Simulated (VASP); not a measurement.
# Al (P6_3/mmc) in VASP: further runs

The runs below take Al through single point, with PBEsol+D3(BJ).

All numbers are computed with VASP 6.6.1; they aren't measurements. Logs are shortened: lines on timing, memory, paths and dates and some standing lists are left out, and cuts for length are marked.

## (1) The cell of the first run

The structure is hexagonal, space group P6_3/mmc (No. 194). Conventional cell: a = 2.812 Å, b = 2.812 Å, c = 5.110 Å, α = 90.00°, β = 90.00°, γ = 120.00°. Al (site symmetry -6m2) has 12 Al at 2.81 to 3.03 Å within 3.7 Å.

This isn't the form of Al at room conditions, which is fcc.

## (2) Single point, PBEsol+D3(BJ) (strain +0.000 along x and y, +0.050 along z)

Input file INCAR:

```
PREC = Accurate
ENCUT = 520
EDIFF = 1E-6
ISMEAR = 0
SIGMA = 0.15
LREAL = F
LASPH = T
NELM = 80
ALGO = Fast
ISIF = 2
LWAVE = F
LCHARG = T
GGA = PS
IVDW = 12
LELF = T
LVHAR = T
NBANDS = 10
```

Input file KPOINTS:

```
Automatic mesh
0
Gamma
  18 18 10
```

Input file POSCAR:

```
Al
1.0
    2.8124553515      0.0000000000      0.0000000000
   -1.4062276757      2.4356577814      0.0000000000
    0.0000000000      0.0000000000      5.1101925000
Al
2
Direct
    0.6666666667      0.3333333333      0.7500000000
    0.3333333333      0.6666666667      0.2500000000
```

Potentials or basis: VASP PAW PBE potentials, release 64 (Al).

Started as:

```sh
$ cat potpaw_PBE.64/Al/POTCAR > POTCAR
$ mpirun -np 1 vasp_std > vasp.out
```

OUTCAR:

```text
PREC = Accurate
   ENCUT = 520
   EDIFF = 1E-6
   ISMEAR = 0
   LREAL = F
   LASPH = T
   NELM = 80
   ISIF = 2
   GGA = PS
   IVDW = 12
 IVDW          = 12

 ion  position               nearest neighbor table
   1  0.667  0.333  0.750-   2 3.03   2 3.03   2 3.03   2 3.03   2 3.03   2 3.03
   2  0.333  0.667  0.250-   1 3.03   1 3.03   1 3.03   1 3.03   1 3.03   1 3.03

  LATTYP: Found a hexagonal cell.
 ALAT       =     2.8124553515
 C/A-ratio  =     1.8169861780

  Lattice vectors:

 A1 = (   2.8124553515,   0.0000000000,   0.0000000000)
 A2 = (  -1.4062276757,   2.4356577814,   0.0000000000)
 A3 = (   0.0000000000,   0.0000000000,   5.1101925000)

Analysis of symmetry for initial positions (statically):
=====================================================================
 Subroutine PRICEL returns:
 Original cell was already a primitive cell.

 Routine SETGRP: Setting up the symmetry group for a
 hexagonal supercell.

 Subroutine GETGRP returns: Found 24 space group operations
 (whereof 12 operations were pure point group operations)
 out of a pool of 24 trial point group operations.

The static configuration has the point symmetry D_3d.
 The point group associated with its full space group is D_6h.

Analysis of symmetry for dynamics (positions and initial velocities):
=====================================================================
 Subroutine PRICEL returns:
 Original cell was already a primitive cell.

 Routine SETGRP: Setting up the symmetry group for a
 hexagonal supercell.

 Subroutine GETGRP returns: Found 24 space group operations
 (whereof 12 operations were pure point group operations)
 out of a pool of 24 trial point group operations.

The dynamic configuration has the point symmetry D_3d.
 The point group associated with its full space group is D_6h.

 Subroutine INISYM returns: Found 24 space group operations
 (whereof 12 operations are pure point group operations),
 and found     1 'primitive' translations

----------------------------------------------------------------------------------------

                                     Primitive cell

  volume of cell :      35.0057

  direct lattice vectors                    reciprocal lattice vectors
     2.812455352  0.000000000  0.000000000     0.355561200  0.205283355  0.000000000
    -1.406227676  2.435657781  0.000000000     0.000000000  0.410566709  0.000000000
     0.000000000  0.000000000  5.110192500     0.000000000  0.000000000  0.195687344

  length of vectors
     2.812455352  2.812455351  5.110192500     0.410566709  0.410566709  0.195687344

  position of ions in fractional coordinates (direct lattice)
     0.666666667  0.333333333  0.750000000
     0.333333333  0.666666667  0.250000000

  ion indices of the primitive-cell ions
   primitive index   ion index
                 1           1
                 2           2

----------------------------------------------------------------------------------------

 KPOINTS: Automatic mesh

Automatic generation of k-mesh.
 Grid dimensions read from file:
 generate k-points for:   18   18   10

 Generating k-lattice:

  Cartesian coordinates                     Fractional coordinates (reciprocal lattice)
     0.019753400  0.011404631  0.000000000     0.055555556 -0.000000000  0.000000000
     0.000000000  0.022809262  0.000000000     0.000000000  0.055555556  0.000000000
     0.000000000  0.000000000  0.019568734     0.000000000  0.000000000  0.100000000

  Length of vectors
     0.022809262  0.022809262  0.019568734

  Shift w.r.t. Gamma in fractional coordinates (k-lattice)
     0.000000000  0.000000000  0.000000000

 Subroutine IBZKPT returns following result:
 ===========================================

 Found    222 irreducible k-points:

 Following reciprocal coordinates:
            Coordinates               Weight
  0.000000  0.000000  0.000000      1.000000
  0.055556 -0.000000  0.000000      6.000000
  0.111111 -0.000000  0.000000      6.000000
  0.166667 -0.000000  0.000000      6.000000
  0.222222  0.000000  0.000000      6.000000
  0.277778 -0.000000  0.000000      6.000000
[... 16 lines left out ...]
  0.333333  0.111111  0.000000     12.000000
  0.388889  0.111111  0.000000     12.000000
 [... further k-points ...]
   k-points           NKPTS =    222   k-points in BZ     NKDIM =    222   number of bands    NBANDS=     10
   number of dos      NEDOS =    301   number of ions     NIONS =      2
   total plane-waves  NPLWV =  23040
   dimension x,y,z NGX =    24 NGY =   24 NGZ =   40
   dimension x,y,z NGXF=    48 NGYF=   48 NGZF=   80
   ions per type =               2
   NGX,Y,Z   is equivalent  to a cutoff of  14.19, 14.19, 13.01 a.u.
   NGXF,Y,Z  is equivalent  to a cutoff of  28.37, 28.37, 26.03 a.u.
 SYSTEM =  unknown system
   PREC   = accura    normal or accurate (medium, high low for compatibility)
   ISTART =      0    job   : 0-new  1-cont  2-samecut
   ICHARG =      2    charge: 1-file 2-atom 10-const
   ISPIN  =      1    spin polarized calculation?
   LNONCOLLINEAR =      F non collinear calculations
   LSORBIT =      F    spin-orbit coupling
   LASPH  =      T    aspherical Exc in radial PAW
   ENCUT  =  520.0 eV  38.22 Ry    6.18 a.u.   5.23  5.23  9.50*2*pi/ulx,y,z
   NELM   =     80;   NELMIN=  2; NELMDL= -5     # of ELM steps
   EDIFF  = 0.1E-05   stopping-criterion for ELM
   LREAL  =      F    real-space projection
   EDIFFG = 0.1E-04   stopping-criterion for IOM
   NSW    =      0    number of steps for IOM
   IBRION =     -1    ionic relax: 0-MD 1-quasi-New 2-CG
   NFREE  =      0    steps in history (QN), initial steepest desc. (CG)
   ISIF   =      2    stress and relaxation
   ISYM   =      2    0-nonsym 1-usesym 2-fastsym
   POTIM  = 0.5000    time-step for ionic-motion
   TEBEG  =    0.0;   TEEND  =   0.0 temperature during run
   PSTRESS=    0.0 pullay stress
   NELECT =       6.0000    total number of electrons
   NUPDOWN=      -1.0000    fix difference up-down
   EMIN   =  10.00;   EMAX   =-10.00  energy-range for DOS
   EFERMI =   0.00;   METHOD = LEGACY
   ISMEAR =     0;   SIGMA  =   0.15  broadening in eV -4-tet -1-fermi 0-gaus
   EFERMI_NEDOS =   21; number of points for ismear=-14 and -15
   IALGO  =     68    algorithm
   IMIX   =      4    mixing-type and parameters
     AMIX     =   0.40;   BMIX     =  1.00
     AMIX_MAG =   1.60;   BMIX_MAG =  1.00
  volume/ion in A,a.u.               =      17.50       118.12
  Fermi-wavevector in a.u.,A,eV,Ry     =   0.909380  1.718480 11.251644  0.826972
  Thomas-Fermi vector in A             =   2.033418
   LORBIT       =      0    0 simple, 1 ext, 2 COOP (PROOUT), +10 PAW based schemes
   GGA     = PS    functional components
   LHFCALC =     F    Hartree Fock is set to
   AEXX    =    0.0000 exact exchange contribution
   IVDW    =    12    specifies the selected vdW correction
   LEPSILON=     F    determine dielectric tensor
   LRPA    =     F    only Hartree local field effects (RPA)
 non-spin polarized calculation
 RMM-DIIS sequential band-by-band and
 Gauss-broadening in eV      SIGMA  =   0.15
  energy-cutoff  :      520.00
  volume of cell :       35.01
 maximum number of plane-waves:       960
 NGX is ok and might be reduce to    24
   NGX = 11   NGY = 11   NGZ = 19

 number of electron       6.0000000 magnetization

 Free energy of the ion-electron system (eV)
  ---------------------------------------------------
  ext. energy  EPLUGINS =         0.00000000
  ---------------------------------------------------
  free energy    TOTEN  =        -8.05815588 eV

  energy without entropy =       -8.04863792  energy(sigma->0) =       -8.05339690

 E-fermi :   7.3060     XC(G=0): -10.0384

 val. band max:        7.2765387448   @ k =   0.3889   0.1667   0.2000
 cond. band min:       7.3083028420   @ k =   0.4444   0.1111   0.1000
 fundamental gap:      0.0317640972
 Fermi energy:         7.3060344409

 k-point     1 :       0.0000    0.0000    0.0000
  band No.  band energies     occupation
      1      -3.3935      2.00000
      2       1.8132      2.00000
      3       2.5306      2.00000
      4      17.3445      0.00000
      5      17.7707      0.00000
      6      19.1194      0.00000
      7      19.1194      0.00000
      8      19.2930      0.00000
      9      19.2930      0.00000
     10      22.2344      0.00000

 k-point     2 :       0.0556   -0.0000    0.0000
  band No.  band energies     occupation
      1      -3.3165      2.00000
      2       1.8891      2.00000
      3       2.6030      2.00000
      4      17.0301      0.00000
      5      17.7826      0.00000
      6      17.8257      0.00000
      7      18.0913      0.00000
      8      19.5414      0.00000
      9      20.4364      0.00000
     10      21.6276      0.00000

 k-point     3 :       0.1111   -0.0000    0.0000
  band No.  band energies     occupation
      1      -3.0857      2.00000
      2       2.1160      2.00000
      3       2.8202      2.00000
      4      15.1944      0.00000
      5      17.1112      0.00000
      6      17.4584      0.00000
      7      17.9782      0.00000
      8      18.6761      0.00000
      9      20.3455      0.00000
     10      20.9940      0.00000

 k-point     4 :       0.1667   -0.0000    0.0000
  band No.  band energies     occupation
      1      -2.7020      2.00000
      2       2.4920      2.00000
      3       3.1821      2.00000
      4      13.1181      0.00000
      5      16.2617      0.00000
      6      17.0539      0.00000
      7      17.3779      0.00000
      8      18.0514      0.00000
      9      19.1122      0.00000
     10      19.6489      0.00000
[... 222 lines left out ...]
 k-point    22 :       0.2778    0.1111    0.0000
  band No.  band energies     occupation
      1      -0.4219      2.00000
      2       4.6588      2.00000
      3       5.3507      2.00000
      4       7.6620      0.00079
      5      11.2513      0.00000
      6      12.7829      0.00000
      7      13.1938      0.00000
      8      16.1925      0.00000
      9      17.2359      0.00000
     10      18.9598      0.00000

 k-point    23 :       0.3333    0.1111    0.0000
  band No.  band energies     occupation
      1       0.5540      2.00000
      2       5.2811      2.00000
      3       6.2849      2.00000
      4       6.3128      2.00000
      5      10.4477      0.00000
      6      11.5605      0.00000
      7      11.6987      0.00000
      8      15.8977      0.00000
      9      16.8594      0.00000
     10      18.7233      0.00000

 k-point    24 :       0.3889    0.1111    0.0000
  band No.  band energies     occupation
      1       1.6698      2.00000
      2       4.2694      2.00000
      3       6.8401      1.99999
      4       7.3440      0.72054
      5       9.2899      0.00000
      6      10.0769      0.00000
      7      11.2377      0.00000
      8      15.7171      0.00000
      9      16.6349      0.00000
     10      18.5637      0.00000

 [... further k-points ...]

------------------------ aborting loop because EDIFF is reached ----------------------------------------

 Edisp (eV)   -0.59749

 E8    (eV) :    -0.4022

  FORCE on cell =-STRESS in cart. coord.  units (eV):
  Direction    XX          YY          ZZ          XY          YZ          ZX
  --------------------------------------------------------------------------------------
  -------------------------------------------------------------------------------------
  Total      -1.10558    -1.10558    -2.16633    -0.00000     0.00000     0.00000
  in kB     -50.60122   -50.60122   -99.15072    -0.00000     0.00000     0.00000
  external pressure =      -66.78 kB  Pullay stress =        0.00 kB

 VOLUME and BASIS-vectors are now :
 -----------------------------------------------------------------------------
  energy-cutoff  :      520.00
  volume of cell :       35.01
      direct lattice vectors                 reciprocal lattice vectors
     2.812455352  0.000000000  0.000000000     0.355561200  0.205283355  0.000000000
    -1.406227676  2.435657781  0.000000000     0.000000000  0.410566709  0.000000000
     0.000000000  0.000000000  5.110192500     0.000000000  0.000000000  0.195687344

 POSITION                                       TOTAL-FORCE (eV/Angst)
 -----------------------------------------------------------------------------------
      1.40623      0.81189      3.83264        -0.000000      0.000000      0.000000
     -0.00000      1.62377      1.27755         0.000000     -0.000000      0.000000
 -----------------------------------------------------------------------------------
    total drift:                               -0.000000      0.000000     -0.000000

  FREE ENERGIE OF THE ION-ELECTRON SYSTEM (eV)
  ---------------------------------------------------
  free  energy   TOTEN  =        -8.6556430594 eV

  energy  without entropy=       -8.6461251003  energy(sigma->0) =       -8.65088408
```

Run time: 1.7 min. Hardware: 1 thread of Intel Xeon 8259CL, shared host; peak memory 0.2 GiB.

Results:

- Free energy: -8.6556 eV
- Pressure: -6.7 GPa
- Band gap on the k mesh: zero (bands 3 and 4 overlap by 6.07 eV)
- Dispersion energy per atom: -0.299 eV

Caveat: the cell differs from its parent crystal (strain +0.000 along x and y, +0.050 along z); the cell stands under tension; the PAW data sets were made with another functional, which shifts forces and pressure a little.

## (3) Single point, PBEsol+D3(BJ) (strain +0.050 along x and y, -0.050 along z)

Input file INCAR:

```
PREC = Accurate
ENCUT = 520
EDIFF = 1E-6
ISMEAR = 0
SIGMA = 0.15
LREAL = False
LASPH = True
NELM = 80
ALGO = Normal
ISIF = 2
LWAVE = False
LCHARG = False
GGA = PS
IVDW = 12
NBANDS = 10
```

Input file KPOINTS:

```
regular mesh
0
Gamma
  18 18 10
```

Input file POSCAR:

```
Al
1.0
    2.9530781191      0.0000000000      0.0000000000
   -1.4765390595      2.5574406705      0.0000000000
    0.0000000000      0.0000000000      4.6235075000
Al
2
Direct
    0.6666666667      0.3333333333      0.7500000000
    0.3333333333      0.6666666667      0.2500000000
```

Potentials or basis: VASP PAW PBE potentials, release 64 (Al).

Started as:

```sh
$ cat potpaw_PBE.64/Al/POTCAR > POTCAR
$ mpirun -np 1 vasp_std > vasp.out
```

OUTCAR:

```text
PREC = Accurate
   ENCUT = 520
   EDIFF = 1E-6
   ISMEAR = 0
   LREAL = False
   LASPH = True
   NELM = 80
   ISIF = 2
   GGA = PS
   IVDW = 12
 IVDW          = 12

 ion  position               nearest neighbor table
   1  0.667  0.333  0.750-   2 2.87   2 2.87   2 2.87   2 2.87   2 2.87   2 2.87
   2  0.333  0.667  0.250-   1 2.87   1 2.87   1 2.87   1 2.87   1 2.87   1 2.87

  LATTYP: Found a hexagonal cell.
 ALAT       =     2.9530781191
 C/A-ratio  =     1.5656570241

  Lattice vectors:

 A1 = (   2.9530781191,   0.0000000000,   0.0000000000)
 A2 = (  -1.4765390595,   2.5574406705,   0.0000000000)
 A3 = (   0.0000000000,   0.0000000000,   4.6235075000)

Analysis of symmetry for initial positions (statically):
=====================================================================
 Subroutine PRICEL returns:
 Original cell was already a primitive cell.

 Routine SETGRP: Setting up the symmetry group for a
 hexagonal supercell.

 Subroutine GETGRP returns: Found 24 space group operations
 (whereof 12 operations were pure point group operations)
 out of a pool of 24 trial point group operations.

The static configuration has the point symmetry D_3d.
[... 175 lines left out ...]
      3       3.5781      2.00000
      4      16.8006      0.00000
      5      16.8006      0.00000
      6      17.5015      0.00000
      7      17.5015      0.00000
      8      19.4988      0.00000
      9      20.2228      0.00000
     10      22.0155      0.00000
[... 287 lines left out ...]
 k-point    24 :       0.3889    0.1111    0.0000
  band No.  band energies     occupation
      1       1.2204      2.00000
      2       3.6485      2.00000
      3       7.4970      0.19158
      4       8.0637      0.00000
      5       9.4960      0.00000
      6      10.0265      0.00000
      7      10.8263      0.00000
      8      15.9566      0.00000
      9      16.1921      0.00000
     10      16.7969      0.00000

 [... further k-points ...]

------------------------ aborting loop because EDIFF is reached ----------------------------------------

 Edisp (eV)   -0.59940

 E8    (eV) :    -0.4036

  FORCE on cell =-STRESS in cart. coord.  units (eV):
  Direction    XX          YY          ZZ          XY          YZ          ZX
  --------------------------------------------------------------------------------------
  -------------------------------------------------------------------------------------
  Total      -1.75439    -1.75439    -1.20713    -0.00000     0.00000     0.00000
  in kB     -80.49772   -80.49772   -55.38760    -0.00000     0.00000     0.00000
  external pressure =      -72.13 kB  Pullay stress =        0.00 kB

 VOLUME and BASIS-vectors are now :
 -----------------------------------------------------------------------------
  energy-cutoff  :      520.00
  volume of cell :       34.92
      direct lattice vectors                 reciprocal lattice vectors
     2.953078119  0.000000000  0.000000000     0.338629714  0.195507957  0.000000000
    -1.476539060  2.557440671  0.000000000     0.000000000  0.391015914  0.000000000
     0.000000000  0.000000000  4.623507500     0.000000000  0.000000000  0.216286012

 POSITION                                       TOTAL-FORCE (eV/Angst)
 -----------------------------------------------------------------------------------
      1.47654      0.85248      3.46763        -0.000000      0.000000      0.000000
     -0.00000      1.70496      1.15588         0.000000     -0.000000      0.000000
 -----------------------------------------------------------------------------------
    total drift:                               -0.000000      0.000000     -0.000000

  FREE ENERGIE OF THE ION-ELECTRON SYSTEM (eV)
  ---------------------------------------------------
  free  energy   TOTEN  =        -8.6770703554 eV

  energy  without entropy=       -8.6661736368  energy(sigma->0) =       -8.67162200
```

OSZICAR:

```text
N       E                     dE             d eps       ncg     rms          rms(c)
DAV:   1    -0.101545938989E+01   -0.10155E+01   -0.22964E+03  4440   0.470E+02
DAV:   2    -0.797588586849E+01   -0.69604E+01   -0.66635E+01  5780   0.523E+01
DAV:   3    -0.813530379343E+01   -0.15942E+00   -0.15587E+00  5818   0.637E+00
DAV:   4    -0.813596297905E+01   -0.65919E-03   -0.65908E-03  5306   0.471E-01
DAV:   5    -0.813596858326E+01   -0.56042E-05   -0.56048E-05  5454   0.445E-02    0.181E+00
DAV:   6    -0.810088822679E+01    0.35080E-01   -0.53279E-03  5056   0.342E-01    0.103E+00
DAV:   7    -0.807779796680E+01    0.23090E-01   -0.13382E-02  4824   0.525E-01    0.184E-01
DAV:   8    -0.807767526931E+01    0.12270E-03   -0.13058E-04  6122   0.659E-02    0.720E-03
DAV:   9    -0.807767357490E+01    0.16944E-05   -0.12497E-06  5108   0.606E-03    0.228E-03
DAV:  10    -0.807767263932E+01    0.93558E-06   -0.60544E-08  2896   0.119E-03
   1 F= -.86770704E+01 E0= -.86716220E+01  d E =-.108967E-01
```

Run time: 59 s. Hardware: 1 thread of Intel Xeon 8259CL, shared host; peak memory 0.2 GiB.

Results:

* Free energy: -8.6771 eV
* Pressure: -7.2 GPa
* Band gap on the k mesh: zero (bands 3 and 4 overlap by 7.85 eV)
* Dispersion energy per atom: -0.300 eV

Levels at points of the mesh, in eV from the Fermi level:
| k point | band 1 | band 2 | band 3 | band 4 | band 5 | band 6 | band 7 |
| --- | --- | --- | --- | --- | --- | --- | --- |
| (0.00, 0.00, 0.00) | -10.73 | -4.13 | -3.78 | 9.44 | 9.44 | 10.14 | 10.14 |
| (0.50, 0.00, 0.00) | -5.35 | -5.02 | 0.66 | 1.44 | 1.65 | 1.92 | 4.87 |
| (0.00, 0.00, 0.50) | -9.01 | -9.01 | 4.12 | 4.12 | 10.85 | 10.85 | 10.85 |
| (0.50, 0.00, 0.50) | -3.81 | -3.81 | -3.20 | -3.20 | 6.36 | 6.36 | 7.42 |

Caveat: the cell differs from its parent crystal (strain +0.050 along x and y, -0.050 along z); the cell stands under tension; the PAW data sets were made with another functional, which shifts forces and pressure a little.
